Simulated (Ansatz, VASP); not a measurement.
**One calculation of Na, two programs**

```
CELL_PARAMETERS angstrom
0.00000 3.78302 3.78302
3.78302 0.00000 3.78302
3.78302 3.78302 0.00000
ATOMIC_POSITIONS crystal
Na 0.87500 0.87500 0.87500
Na 0.12500 0.12500 0.12500
```

Alike in both runs: task single point; functional PBE; k mesh 9 × 9 × 9; occupations fermi-dirac, width 0.05 eV; no spin polarisation.

```csv
,VASP,Ansatz
version,VASP 6.6.1,Ansatz 0.2.0
potentials or method,"VASP PAW PBE potentials, release 64 (Na_pv), cutoff 520 eV","all-electron LAPW, scalar-relativistic"
```

|  | VASP | Ansatz | Ansatz less VASP |
| --- | --- | --- | --- |
| pressure (GPa) | 0.0 | 0.0 | 0.00 |

Ansatz ran all-electron here, and VASP with PAW potentials.
